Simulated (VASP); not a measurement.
## ReS: single point with PBE

The system is ReS.

```
CELL_PARAMETERS angstrom
3.59489 0.00000 0.00000
-1.79745 3.11327 0.00000
0.00000 0.00000 5.35780
ATOMIC_POSITIONS crystal
Re 0.00000 0.00000 0.00000
Re 0.00000 0.00000 0.50000
S 0.33333 0.66667 0.25000
S 0.66667 0.33333 0.75000
```

```json
{"Program": "VASP 6.6.1", "Task": "single point", "Functional": "PBE", "Potentials or basis": "VASP PAW PBE potentials, release 64 (Re, S)", "Cutoff": "520 eV", "k mesh": "12 × 12 × 8", "Occupations": "gaussian, width 0.1 eV", "Spin": "collinear spin, ferromagnetic start", "Starting moments": "[3.5, 3.5, 0.0, 0.0] μB"}
```

```yaml
Pressure: 1.0 GPa
Band_gap_on_the_k_mesh: zero (filled and empty bands overlap)
Net_moment: 0.00 μB per cell
Valence_electrons_inside_the_program's_atomic_spheres: Re 6.03; S 3.65
```

Levels at points of the mesh, in eV from the Fermi level:
Spin up:
| k point | band 10 | band 11 | band 12 | band 13 | band 14 | band 15 | band 16 | band 17 |
| --- | --- | --- | --- | --- | --- | --- | --- | --- |
| (0.00, 0.00, 0.00) | -3.25 | -2.50 | -2.30 | -2.30 | 0.95 | 0.95 | 2.30 | 2.69 |
| (0.50, 0.00, 0.00) | -1.22 | -0.74 | -0.72 | -0.35 | 0.80 | 0.91 | 1.70 | 3.80 |
| (0.00, 0.00, 0.50) | -1.94 | -1.94 | -1.94 | -1.70 | -1.70 | 2.14 | 2.14 | 2.14 |
| (0.50, 0.00, 0.50) | -2.58 | -0.26 | -0.26 | -0.21 | -0.21 | 1.42 | 1.42 | 2.64 |
Spin down:
```csv
k point,band 10,band 11,band 12,band 13,band 14,band 15,band 16,band 17
"(0.00, 0.00, 0.00)",-3.25,-2.50,-2.30,-2.30,0.95,0.95,2.30,2.69
"(0.50, 0.00, 0.00)",-1.22,-0.74,-0.72,-0.35,0.80,0.91,1.70,3.80
"(0.00, 0.00, 0.50)",-1.94,-1.94,-1.94,-1.70,-1.70,2.14,2.14,2.14
"(0.50, 0.00, 0.50)",-2.58,-0.26,-0.26,-0.21,-0.21,1.42,1.42,2.64
```

Run time: 4.9 min on 1 thread of AMD EPYC 7R43 64-Core Processor (Zen 3), on a shared host, peak memory 0.3 GiB.

Caveat: spin-orbit coupling is left out, which moves the levels of the heavy elements.
